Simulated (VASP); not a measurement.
# Sb (P6_3/mmc) in VASP: further runs

Sb is run at these levels: PBE; tasks: single point, relaxation of cell and atoms.

All numbers are computed with VASP 6.6.1; they aren't measurements. Logs are shortened: lines on timing, memory, paths and dates and some standing lists are left out, and cuts for length are marked.

## Step 1: The cell of the first run

It takes space group P6_3/mmc (No. 194, hexagonal). Conventional cell: a = 3.140 Å, b = 3.140 Å, c = 5.143 Å, α = 90.00°, β = 90.00°, γ = 120.00°. Sb (site symmetry -6m2) has 12 Sb at 3.14 to 3.15 Å within 4.1 Å.

## Step 2: Single point, PBE

INCAR

```
ALGO = Normal
EDIFF = 1E-6
ENCUT = 520
GGA = PE
ISIF = 2
ISMEAR = -1
LASPH = True
LCHARG = False
LREAL = False
LWAVE = False
NBANDS = 12
NELM = 100
PREC = Accurate
SIGMA = 0.08
```

KPOINTS

```
k-points
0
Gamma
  14 14 8
```

POSCAR

```
Sb
1.0
    3.1400140485      0.0000000000      0.0000000000
   -1.5700070242      2.7193319342      0.0000000000
    0.0000000000      0.0000000000      5.1425066065
Sb
2
Direct
    0.3333333333      0.6666666667      0.2500000000
    0.6666666667      0.3333333333      0.7500000000
```

Potentials or basis: VASP PAW PBE potentials, release 64 (Sb).

Run with:

```console
> cat potpaw_PBE.64/Sb/POTCAR > POTCAR
> mpirun -np 1 vasp_std > vasp.out
```

OUTCAR:

```text
EDIFF = 1E-6
   ENCUT = 520
   GGA = PE
   ISIF = 2
   ISMEAR = -1
   LASPH = True
   LREAL = False
   NELM = 100
   PREC = Accurate

 ion  position               nearest neighbor table
   1  0.333  0.667  0.250-   2 3.15   2 3.15   2 3.15   2 3.15   2 3.15   2 3.15
   2  0.667  0.333  0.750-   1 3.15   1 3.15   1 3.15   1 3.15   1 3.15   1 3.15

  LATTYP: Found a hexagonal cell.
 ALAT       =     3.1400140485
 C/A-ratio  =     1.6377336302

  Lattice vectors:

 A1 = (   3.1400140485,   0.0000000000,   0.0000000000)
 A2 = (  -1.5700070242,   2.7193319342,   0.0000000000)
 A3 = (   0.0000000000,   0.0000000000,   5.1425066065)

Analysis of symmetry for initial positions (statically):
=====================================================================
 Subroutine PRICEL returns:
 Original cell was already a primitive cell.

 Routine SETGRP: Setting up the symmetry group for a
 hexagonal supercell.

 Subroutine GETGRP returns: Found 24 space group operations
 (whereof 12 operations were pure point group operations)
 out of a pool of 24 trial point group operations.

The static configuration has the point symmetry D_3d.
 The point group associated with its full space group is D_6h.

Analysis of symmetry for dynamics (positions and initial velocities):
=====================================================================
 Subroutine PRICEL returns:
 Original cell was already a primitive cell.

 Routine SETGRP: Setting up the symmetry group for a
 hexagonal supercell.

 Subroutine GETGRP returns: Found 24 space group operations
 (whereof 12 operations were pure point group operations)
 out of a pool of 24 trial point group operations.

The dynamic configuration has the point symmetry D_3d.
 The point group associated with its full space group is D_6h.

 Subroutine INISYM returns: Found 24 space group operations
 (whereof 12 operations are pure point group operations),
 and found     1 'primitive' translations

----------------------------------------------------------------------------------------

                                     Primitive cell

  volume of cell :      43.9105

  direct lattice vectors                    reciprocal lattice vectors
     3.140014048  0.000000000  0.000000000     0.318469913  0.183868690  0.000000000
    -1.570007024  2.719331934  0.000000000     0.000000000  0.367737380  0.000000000
     0.000000000  0.000000000  5.142506606     0.000000000  0.000000000  0.194457699

  length of vectors
     3.140014048  3.140014048  5.142506606     0.367737380  0.367737380  0.194457699

  position of ions in fractional coordinates (direct lattice)
     0.333333333  0.666666667  0.250000000
     0.666666667  0.333333333  0.750000000

  ion indices of the primitive-cell ions
   primitive index   ion index
                 1           1
                 2           2

----------------------------------------------------------------------------------------

 KPOINTS: k-points

Automatic generation of k-mesh.
 Grid dimensions read from file:
 generate k-points for:   14   14    8

 Generating k-lattice:

  Cartesian coordinates                     Fractional coordinates (reciprocal lattice)
     0.022747851  0.013133478  0.000000000     0.071428571  0.000000000  0.000000000
     0.000000000  0.026266956  0.000000000     0.000000000  0.071428571  0.000000000
     0.000000000  0.000000000  0.024307212     0.000000000  0.000000000  0.125000000

  Length of vectors
     0.026266956  0.026266956  0.024307212

  Shift w.r.t. Gamma in fractional coordinates (k-lattice)
     0.000000000  0.000000000  0.000000000

 Subroutine IBZKPT returns following result:
 ===========================================

 Found    120 irreducible k-points:

 Following reciprocal coordinates:
            Coordinates               Weight
  0.000000  0.000000  0.000000      1.000000
  0.071429  0.000000  0.000000      6.000000
  0.142857 -0.000000  0.000000      6.000000
  0.214286  0.000000  0.000000      6.000000
  0.285714  0.000000  0.000000      6.000000
  0.357143  0.000000  0.000000      6.000000
[... 16 lines left out ...]
  0.285714  0.285714  0.000000      6.000000
  0.357143  0.285714  0.000000      6.000000
 [... further k-points ...]
   k-points           NKPTS =    120   k-points in BZ     NKDIM =    120   number of bands    NBANDS=     12
   number of dos      NEDOS =    301   number of ions     NIONS =      2
   total plane-waves  NPLWV =  23040
   dimension x,y,z NGX =    24 NGY =   24 NGZ =   40
   dimension x,y,z NGXF=    48 NGYF=   48 NGZF=   80
   ions per type =               2
   NGX,Y,Z   is equivalent  to a cutoff of  12.71, 12.71, 12.93 a.u.
   NGXF,Y,Z  is equivalent  to a cutoff of  25.41, 25.41, 25.86 a.u.
 SYSTEM =  unknown system
   PREC   = accura    normal or accurate (medium, high low for compatibility)
   ISTART =      0    job   : 0-new  1-cont  2-samecut
   ICHARG =      2    charge: 1-file 2-atom 10-const
   ISPIN  =      1    spin polarized calculation?
   LNONCOLLINEAR =      F non collinear calculations
   LSORBIT =      F    spin-orbit coupling
   LASPH  =      T    aspherical Exc in radial PAW
   ENCUT  =  520.0 eV  38.22 Ry    6.18 a.u.   5.84  5.84  9.56*2*pi/ulx,y,z
   NELM   =    100;   NELMIN=  2; NELMDL= -5     # of ELM steps
   EDIFF  = 0.1E-05   stopping-criterion for ELM
   LREAL  =      F    real-space projection
   EDIFFG = 0.1E-04   stopping-criterion for IOM
   NSW    =      0    number of steps for IOM
   IBRION =     -1    ionic relax: 0-MD 1-quasi-New 2-CG
   NFREE  =      0    steps in history (QN), initial steepest desc. (CG)
   ISIF   =      2    stress and relaxation
   ISYM   =      2    0-nonsym 1-usesym 2-fastsym
   POTIM  = 0.5000    time-step for ionic-motion
   TEBEG  =    0.0;   TEEND  =   0.0 temperature during run
   PSTRESS=    0.0 pullay stress
   NELECT =      10.0000    total number of electrons
   NUPDOWN=      -1.0000    fix difference up-down
   EMIN   =  10.00;   EMAX   =-10.00  energy-range for DOS
   EFERMI =   0.00;   METHOD = LEGACY
   ISMEAR =    -1;   SIGMA  =   0.08  broadening in eV -4-tet -1-fermi 0-gaus
   EFERMI_NEDOS =   21; number of points for ismear=-14 and -15
   IALGO  =     38    algorithm
   IMIX   =      4    mixing-type and parameters
     AMIX     =   0.40;   BMIX     =  1.00
     AMIX_MAG =   1.60;   BMIX_MAG =  1.00
  volume/ion in A,a.u.               =      21.96       148.16
  Fermi-wavevector in a.u.,A,eV,Ry     =   0.999736  1.889227 13.598639  0.999472
  Thomas-Fermi vector in A             =   2.132046
   LORBIT       =      0    0 simple, 1 ext, 2 COOP (PROOUT), +10 PAW based schemes
   GGA     = PE    functional components
   LHFCALC =     F    Hartree Fock is set to
   AEXX    =    0.0000 exact exchange contribution
   IVDW    =     0    specifies the selected vdW correction
   LEPSILON=     F    determine dielectric tensor
   LRPA    =     F    only Hartree local field effects (RPA)
 non-spin polarized calculation
  energy-cutoff  :      520.00
  volume of cell :       43.91
 maximum number of plane-waves:      1200
 NGX is ok and might be reduce to    24
   NGX = 11   NGY = 11   NGZ = 19

 number of electron      10.0000000 magnetization

 Free energy of the ion-electron system (eV)
  ---------------------------------------------------
  ext. energy  EPLUGINS =         0.00000000
  ---------------------------------------------------
  free energy    TOTEN  =        -7.13294132 eV

  energy without entropy =       -7.10558534  energy(sigma->0) =       -7.11926333

 E-fermi :  11.4909     XC(G=0): -11.1487

 val. band max:       11.4857303991   @ k =   0.2143   0.1429   0.3750
 cond. band min:      11.5412528184   @ k =   0.2857   0.2857   0.0000
 fundamental gap:      0.0555224193
 Fermi energy:        11.4908907845

 k-point     1 :       0.0000    0.0000    0.0000
  band No.  band energies     occupation
      1      -3.2682      2.00000
      2       1.7048      2.00000
      3       4.1956      2.00000
      4      16.1012      0.00000
      5      16.1012      0.00000
      6      18.1406      0.00000
      7      18.1406      0.00000
      8      18.5001      0.00000
      9      20.1571      0.00000
     10      20.5902      0.00000
     11      22.4330      0.00000
     12      22.4330      0.00000

 k-point     2 :       0.0714    0.0000    0.0000
  band No.  band energies     occupation
      1      -3.1598      2.00000
      2       1.8046      2.00000
      3       4.3093      2.00000
      4      14.8669      0.00000
      5      15.5818      0.00000
      6      17.5692      0.00000
      7      18.4009      0.00000
      8      18.4055      0.00000
      9      20.2847      0.00000
     10      20.9023      0.00000
     11      22.2298      0.00000
     12      22.2717      0.00000

 k-point     3 :       0.1429   -0.0000    0.0000
  band No.  band energies     occupation
      1      -2.8347      2.00000
      2       2.1025      2.00000
      3       4.6483      2.00000
      4      12.6545      0.00000
      5      14.6398      0.00000
      6      16.2717      0.00000
      7      17.8743      0.00000
      8      18.3756      0.00000
      9      18.8433      0.00000
     10      21.1353      0.00000
     11      21.8434      0.00000
     12      22.5887      0.00000
[... 286 lines left out ...]
 k-point    23 :       0.2857    0.2857    0.0000
  band No.  band energies     occupation
      1       1.7271      2.00000
      2       3.8938      2.00000
      3       6.4377      2.00000
      4       7.7561      2.00000
      5       9.1386      2.00000
      6      10.1704      2.00000
      7      10.9597      1.99739
      8      11.5413      0.69524
      9      15.0174      0.00000
     10      23.3165      0.00000
     11      23.6498      0.00000
     12      24.8703      0.00000

 k-point    24 :       0.3571    0.2857    0.0000
  band No.  band energies     occupation
      1       2.5782      2.00000
      2       3.2674      2.00000
      3       6.0314      2.00000
      4       8.7701      2.00000
      5       9.0798      2.00000
      6       9.9091      2.00000
      7      10.5847      1.99998
      8      10.8059      1.99962
      9      14.7128      0.00000
     10      23.4085      0.00000
     11      25.4982      0.00000
     12      25.6214      0.00000

 [... further k-points ...]
[... 5 lines left out ...]
  --------------------------------------------------------------------------------------
  -------------------------------------------------------------------------------------
  Total        6.0216888      6.0216888      6.0200353      0.0000000     -0.0000000      0.0000000
  in kB      219.7152570    219.7152570    219.6549254      0.0000000     -0.0000000      0.0000000
  external PRESSURE =     219.6951465 kB  Pullay stress =       0.0000000 kB

 VOLUME and BASIS-vectors are now :
 -----------------------------------------------------------------------------
  energy-cutoff  :      520.00
  volume of cell :       43.91
      direct lattice vectors                 reciprocal lattice vectors
     3.140014048  0.000000000  0.000000000     0.318469913  0.183868690  0.000000000
    -1.570007024  2.719331934  0.000000000     0.000000000  0.367737380  0.000000000
     0.000000000  0.000000000  5.142506606     0.000000000  0.000000000  0.194457699

 POSITION                                       TOTAL-FORCE (eV/Angst)
 -----------------------------------------------------------------------------------
     -0.00000      1.81289      1.28563         0.000000      0.000000      0.000000
      1.57001      0.90644      3.85688        -0.000000     -0.000000      0.000000
 -----------------------------------------------------------------------------------
    total drift:                               -0.000000      0.000000     -0.000000

  FREE ENERGIE OF THE ION-ELECTRON SYSTEM (eV)
  ---------------------------------------------------
  free  energy   TOTEN  =        -7.1329413177 eV

  energy  without entropy=       -7.1055853361  energy(sigma->0) =       -7.11926333
```

Run time: 16 s. Hardware: 1 thread of Intel Xeon 6975P-C (Granite Rapids), shared host; peak memory 0.18 GiB.

What came out:

```yaml
Free_energy: -7.1329 eV
Pressure: 22.0 GPa
Band_gap_on_the_k_mesh: zero (band 5 reaches 17.16 eV, above the bottom of band 6 at 7.65 eV)
```

Caveat: spin-orbit coupling is left out, which moves the levels of the heavy elements.

## Step 3: Single point, PBE

INCAR

```
  PREC = Accurate
  ENCUT = 520
  EDIFF = 1E-7
  ISMEAR = -1
  SIGMA = 0.08
  LREAL = False
  LASPH = True
  NELM = 80
  ALGO = Normal
  ISIF = 2
  LWAVE = False
  LCHARG = True
  GGA = PE
  LELF = True
  LVHAR = True
  NBANDS = 12
```

KPOINTS

```
regular mesh
0
Gamma
  14 14 8
```

Changes to POSCAR since step 2:

```diff
@@ -2,3 +2,3 @@
 1.0
-    3.1400140485      0.0000000000      0.0000000000
+    3.1400140484      0.0000000000      0.0000000000
    -1.5700070242      2.7193319342      0.0000000000
```

Potentials or basis: VASP PAW PBE potentials, release 64 (Sb).

Run with:

```console
> cat potpaw_PBE.64/Sb/POTCAR > POTCAR
> mpirun -np 1 vasp_std > vasp.out
```

Run time: 19 s. Hardware: 1 thread of Intel Xeon 6975P-C (Granite Rapids), shared host; peak memory 0.18 GiB.

It converged, with:

* Free energy: -7.1329 eV
* Pressure: 22.0 GPa
* Band gap on the k mesh: zero (band 5 reaches 17.16 eV, above the bottom of band 6 at 7.65 eV)

Levels at points of the mesh, in eV from the Fermi level:
| k point | band 1 | band 2 | band 3 | band 4 | band 5 | band 6 | band 7 | band 8 | band 9 | band 10 |
| --- | --- | --- | --- | --- | --- | --- | --- | --- | --- | --- |
| (0.00, 0.00, 0.00) | -14.76 | -9.79 | -7.30 | 4.61 | 4.61 | 6.65 | 6.65 | 7.01 | 8.67 | 9.10 |
| (0.50, 0.00, 0.00) | -10.12 | -8.77 | -4.62 | -3.68 | -2.94 | -0.56 | 0.39 | 4.48 | 4.66 | 8.04 |
| (0.00, 0.00, 0.50) | -13.28 | -13.28 | -0.86 | -0.86 | 5.67 | 5.67 | 5.67 | 5.67 | 9.33 | 9.33 |
| (0.50, 0.00, 0.50) | -8.87 | -8.87 | -6.65 | -6.65 | 1.95 | 1.95 | 2.37 | 2.37 | 5.90 | 5.90 |

Caveat: spin-orbit coupling is left out, which moves the levels of the heavy elements.

## Step 4: Relaxation of cell and atoms, PBE, target pressure 22 GPa, at which the enthalpy is minimised

INCAR

```
ALGO = Normal
EDIFF = 1E-6
EDIFFG = -0.005
ENCUT = 600
GGA = PE
IBRION = 2
ISIF = 3
ISMEAR = -1
LASPH = T
LCHARG = F
LREAL = F
LWAVE = F
NELM = 80
NSW = 60
PREC = Accurate
PSTRESS = 220.0
SIGMA = 0.08
```

KPOINTS

```
k-points
0
Gamma
  14 14 8
```

POSCAR

```
Sb
1.0
    3.1525051761      0.0000000000      0.0000000000
   -1.5762525880      2.7301495681      0.0000000000
    0.0000000000      0.0000000000      5.1070583853
Sb
2
Direct
    0.3333333333      0.6666666667      0.2500000000
    0.6666666667      0.3333333333      0.7500000000
```

Potentials or basis: VASP PAW PBE potentials, release 64 (Sb).

Run with:

```console
> cat potpaw_PBE.64/Sb/POTCAR > POTCAR
> mpirun -np 1 vasp_std > vasp.out
```

OUTCAR:

```text
EDIFF = 1E-6
   EDIFFG = -0.005
   ENCUT = 600
   GGA = PE
   IBRION = 2
   ISIF = 3
   ISMEAR = -1
   LASPH = T
   LREAL = F
   NELM = 80
   NSW = 60
   PREC = Accurate
   PSTRESS = 220.0

 ion  position               nearest neighbor table
   1  0.333  0.667  0.250-   2 3.14   2 3.14   2 3.14   2 3.14   2 3.14   2 3.14
   2  0.667  0.333  0.750-   1 3.14   1 3.14   1 3.14   1 3.14   1 3.14   1 3.14

  LATTYP: Found a hexagonal cell.
 ALAT       =     3.1525051761
 C/A-ratio  =     1.6200000000

  Lattice vectors:

 A1 = (   3.1525051761,   0.0000000000,   0.0000000000)
 A2 = (  -1.5762525880,   2.7301495681,   0.0000000000)
 A3 = (   0.0000000000,   0.0000000000,   5.1070583853)

Analysis of symmetry for initial positions (statically):
=====================================================================
 Subroutine PRICEL returns:
[... 334 lines left out ...]
  free energy    TOTEN  =        -7.13114259 eV

  energy without entropy =       -7.10378457  energy(sigma->0) =       -7.11746358

 E-fermi :  11.4955     XC(G=0): -11.1501

 val. band max:       11.4900270050   @ k =   0.2143   0.1429   0.3750
 cond. band min:      11.5456001735   @ k =   0.2857   0.2857   0.0000
 fundamental gap:      0.0555731685
 Fermi energy:        11.4955024299

 k-point     1 :       0.0000    0.0000    0.0000
  band No.  band energies     occupation
      1      -3.2664      2.00000
      2       1.7098      2.00000
      3       4.1982      2.00000
      4      16.1064      0.00000
      5      16.1064      0.00000
      6      18.1469      0.00000
      7      18.1469      0.00000
      8      18.5095      0.00000
      9      20.1621      0.00000
[... 265 lines left out ...]
 k-point    24 :       0.3571    0.2857    0.0000
  band No.  band energies     occupation
      1       2.5817      2.00000
      2       3.2711      2.00000
      3       6.0343      2.00000
      4       8.7752      2.00000
      5       9.0850      2.00000
      6       9.9131      2.00000
      7      10.5900      1.99998
      8      10.8101      1.99962
      9      14.7170      0.00000

 [... further k-points ...]
[... 5 lines left out ...]
  --------------------------------------------------------------------------------------
  -------------------------------------------------------------------------------------
  Total        6.0291173      6.0291173      6.0294396      0.0000000      0.0000000      0.0000000
  in kB      220.0539026    220.0539026    220.0656641      0.0000000      0.0000000      0.0000000
  external PRESSURE =       0.0578231 kB  Pullay stress =     220.0000000 kB
[... 21 lines left out ...]
  energy  without entropy=       -7.1037845698  energy(sigma->0) =       -7.11746358

  enthalpy is  TOTEN    =        -1.1035020918 eV   P V=        6.0276405023

 reached required accuracy - stopping structural energy minimisation
```

OSZICAR:

```text
N       E                     dE             d eps       ncg     rms          rms(c)
DAV:   1     0.441272922056E+02    0.44127E+02   -0.41200E+03  2160   0.101E+03
[... 25 lines left out ...]
DAV:   5    -0.714628172483E+01    0.35985E-06   -0.53051E-07  1123   0.577E-03
   4 F= -.11032771E+01 E0= -.10897245E+01  d E =-.348436E-04
       N       E                     dE             d eps       ncg     rms          rms(c)
DAV:   1    -0.713127716755E+01    0.15005E-01   -0.99248E-03  2433   0.589E-01    0.628E-02
DAV:   2    -0.713119416190E+01    0.83006E-04   -0.26847E-04  2256   0.123E-01    0.361E-02
DAV:   3    -0.713114254019E+01    0.51622E-04   -0.10885E-04  2272   0.600E-02    0.648E-03
DAV:   4    -0.713114259412E+01   -0.53939E-07   -0.29120E-06  2031   0.129E-02
   5 F= -.11035021E+01 E0= -.10898231E+01  d E =-.259811E-03
```

CONTCAR:

```text
Sb
   1.00000000000000
     3.1397845401495736    0.0000000000162229    0.0000000000000000
    -1.5698922700109392    2.7191331742263127   -0.0000000000000000
     0.0000000000000000    0.0000000000000000    5.1416785160260625
  Sb
     2
Direct
     0.3333333332999970    0.6666666667000030    0.2500000000000000
     0.6666666667000030    0.3333333332999970    0.7500000000000000

  0.00000000E+00  0.00000000E+00  0.00000000E+00
  0.00000000E+00  0.00000000E+00  0.00000000E+00
```

It took 90 s on 1 thread of Intel Xeon 6975P-C, shared host; peak memory 0.22 GiB.

Results:

| Quantity | Value |
| --- | --- |
| Free energy | -7.1311 eV |
| Relaxed volume | 21.95 Å³/atom |
| Relaxed cell | a = 3.140 Å, b = 3.140 Å, c = 5.142 Å, α = 90.00°, β = 90.00°, γ = 120.00° |
| Space group after relaxing (to 0.05 Å) | P6_3/mmc (No. 194) |
| Energy change on relaxing (the enthalpy is what falls) | +3.4 meV/atom |
| Ionic steps | 5 |
| Pressure after relaxing | 22.0 GPa |
| Band gap on the k mesh | zero (band 5 reaches 17.17 eV, above the bottom of band 6 at 7.65 eV) |

Step by step:
```tsv
step	energy change (eV)	largest force (eV/Å)	pressure (GPa)	volume (Å³)
1	0.0000	0.0000	21.81	43.96
2	0.0225	0.0000	22.40	43.79
3	0.0235	0.0000	22.41	43.78
4	-0.0083	0.0000	21.63	44.01
5	0.0069	0.0000	22.01	43.90
```

Final structure:
```
CELL_PARAMETERS angstrom
3.13978 0.00000 0.00000
-1.56989 2.71913 0.00000
0.00000 0.00000 5.14168
ATOMIC_POSITIONS crystal
Sb 0.33333 0.66667 0.25000
Sb 0.66667 0.33333 0.75000
```

Levels at points of the mesh, in eV from the Fermi level:
| k point | band 2 | band 3 | band 4 | band 5 | band 6 | band 7 | band 8 | band 9 |
| --- | --- | --- | --- | --- | --- | --- | --- | --- |
| (0.00, 0.00, 0.00) | -9.79 | -7.30 | 4.61 | 4.61 | 6.65 | 6.65 | 7.01 | 8.67 |
| (0.50, 0.00, 0.00) | -8.77 | -4.62 | -3.68 | -2.94 | -0.56 | 0.39 | 4.48 | 4.66 |
| (0.00, 0.00, 0.50) | -13.28 | -0.86 | -0.86 | 5.67 | 5.67 | 5.67 | 5.67 | 9.33 |
| (0.50, 0.00, 0.50) | -8.87 | -6.65 | -6.65 | 1.95 | 1.95 | 2.38 | 2.38 | 5.90 |

Caveat: the cell is relaxed towards a set pressure, so the enthalpy falls and the energy may rise; spin-orbit coupling is left out, which moves the levels of the heavy elements.

(Continued in part 2 of 2.)
